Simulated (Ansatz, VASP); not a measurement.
**CdS: VASP beside Ansatz**

The input INCAR:

```
PREC     = Accurate       # precision mode
ENCUT    = 520            # plane-wave cutoff, eV
EDIFF    = 1E-7           # SCF threshold, eV
ISMEAR   = -1             # smearing method
SIGMA    = 0.15           # smearing width, eV
LREAL    = F              # projectors in reciprocal space
LASPH    = T              # aspherical terms in the spheres
NELM     = 80             # most SCF steps
ALGO     = Normal         # electronic algorithm
ISIF     = 2              # what is computed and relaxed
LWAVE    = F              # write WAVECAR
LCHARG   = T              # write CHGCAR
GGA      = RP             # functional
LELF     = T              # ELF
LVHAR    = T            
NBANDS   = 16             # bands
```

File KPOINTS:

```
Automatic mesh
0
Gamma
  8 8 8
```

File POSCAR:

```
CdS
1.0
    0.0000000000      3.0555865818      3.0555865818
    3.0555865818      0.0000000000      3.0555865818
    3.0555865818      3.0555865818      0.0000000000
Cd S
1 1
Direct
    0.0000000000      0.0000000000      0.0000000000
    0.7500000000      0.7500000000      0.7500000000
```

Contents of input.yaml:

```yaml
crystal:
  lattice:
    - [0.0, 3.0555865818, 3.0555865818]
    - [3.0555865818, 0.0, 3.0555865818]
    - [3.0555865818, 3.0555865818, 0.0]
  atoms:
    - { symbol: Cd, position: [0.0, 0.0, 0.0] }
    - { symbol: S, position: [0.75, 0.75, 0.75] }
hamiltonian:
  xc: rpbe
  pseudopotentials: { kind: paw }
kpoints:
  mp_grid: { grid: [8, 8, 8] }
scf:
  occupations: { method: fermi_dirac, width: 0.15 }
output:
  forces: true
  stress: true
  eigenvalues: true
```

Alike in both runs: task single point; functional RPBE; k mesh 8 × 8 × 8; occupations fermi-dirac, width 0.15 eV; no spin polarisation.

|  | VASP | Ansatz |
| --- | --- | --- |
| version | VASP 6.6.1 | Ansatz 0.2.0 |
| potentials or method | VASP PAW PBE potentials, release 64 (Cd, S) | Ansatz PAW |
| plane-wave cutoff (eV) | 520 | 420 |
| valence electrons in the cell | 18 | 26 |

|  | VASP | Ansatz | Ansatz less VASP |
| --- | --- | --- | --- |
| gap on the k mesh at the Fermi level (eV) | 1.01 | 1.02 | +0.002 |
| least direct gap on the mesh (eV) | 1.01 | 1.02 | +0.002 |
| pressure (GPa) | -2.0 | -2.1 | -0.19 |

VASP's potentials were made for PBE, not for RPBE. VASP's potentials hold 18 valence electrons a cell and Ansatz's 26, so a difference there can come from the potentials and not from the codes.
